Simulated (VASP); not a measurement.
The system is Ga.

```
Ga
1.0
     5.39194    0.00000    0.00000
     0.00000    5.39194    0.00000
     0.00000    0.00000    5.39194
Ga
8
Cartesian
  0.0000 0.0000 0.0000
  2.6960 2.6960 2.6960
  1.3480 0.0000 2.6960
  4.0440 0.0000 2.6960
  2.6960 1.3480 0.0000
  2.6960 4.0440 0.0000
  0.0000 2.6960 1.3480
  0.0000 2.6960 4.0440
```

| Quantity | Value |
| --- | --- |
| Program | VASP 6.6.1 |
| Task | relaxation of cell and atoms |
| Functional | RPBE |
| Potentials or basis | VASP PAW PBE potentials, release 64 (Ga_d) |
| Cutoff | 600 eV |
| k mesh | 5 × 5 × 5 |
| Occupations | fermi-dirac, width 0.1 eV |
| Spin | no spin polarisation |

At the start: pressure 1.3 GPa; volume 19.59 Å³/atom.

Problem. Where does the relaxation end?

Solution. Over 5 steps the energy falls by 2.9 meV/atom and the volume is 20.10 Å³/atom (+2.6 %); space group Pm-3n (No. 223, to 0.1 Å) before and after.

Step by step:
```tsv
step	energy change (eV)	largest force (eV/Å)	pressure (GPa)	volume (Å³)
1	0.0000	0.0000	1.32	156.76
2	-0.0222	0.0000	-0.37	160.46
3	-0.0213	0.0000	0.54	160.14
4	-0.0219	0.0000	0.45	160.33
5	-0.0230	0.0000	0.00	160.78
```

Final structure:
```
Ga
1.0
     5.43761    0.00000    0.00000
     0.00000    5.43761    0.00000
     0.00000    0.00000    5.43761
Ga
8
Direct
  0.00000 0.00000 0.00000
  0.50000 0.50000 0.50000
  0.25000 0.00000 0.50000
  0.75000 0.00000 0.50000
  0.50000 0.25000 0.00000
  0.50000 0.75000 0.00000
  0.00000 0.50000 0.25000
  0.00000 0.50000 0.75000
```

Caveat: the PAW data sets were made with another functional, which shifts forces and pressure a little.
